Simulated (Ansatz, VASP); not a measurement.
Two plane-wave programs on SrTiO3

```xyz
10
Lattice="-2.8264 2.8264 4.0213 2.8264 -2.8264 4.0213 2.8264 2.8264 -4.0213" Properties=species:S:1:pos:R:3 pbc="T T T"
Sr    0.0000    2.8264    2.0107
Sr    2.8264    0.0000    2.0107
Ti    0.0000    0.0000    0.0000
Ti    0.0000    0.0000    4.0213
O     0.0000    0.0000    2.0107
O     0.0000    0.0000    6.0320
O     1.2735    4.0999    0.0000
O     1.5529    1.2735    0.0000
O     1.5529   -1.2735    4.0213
O     1.2735    1.5529    4.0213
```

Change from the starting cell: equal engineering shear yz, xz and xy +0.0000, equal normal strain along x, y and z +0.0300.

Alike in both runs: task single point; functional PBEsol; k mesh 8 × 8 × 8; occupations gaussian, width 0.05 eV; no spin polarisation.

|  | VASP | Ansatz |
| --- | --- | --- |
| version | VASP 6.6.1 | Ansatz 0.2.0 |
| potentials or method | VASP PAW PBE potentials, release 64 (Sr_sv, Ti_sv, O), cutoff 520 eV | scalar-relativistic, plane waves, PAW |
| valence electrons in the cell | 80 | 80 |

```csv
,VASP,Ansatz,Ansatz less VASP
gap on the k mesh at the Fermi level (eV),1.76,1.79,+0.029
least direct gap on the mesh (eV),1.77,1.80,+0.029
pressure (GPa),-13.1,-13.6,-0.51
"traceless stress, the component that is largest in VASP (GPa)",-0.13,-0.15,-0.016
rms of the force components (eV/Å),0.023,0.021,-0.0018
```

VASP's potentials were made for PBE, not for PBEsol, and Ansatz warns of the same on its side. Atom by atom the forces differ by 0.002 eV/Å (rms over components).
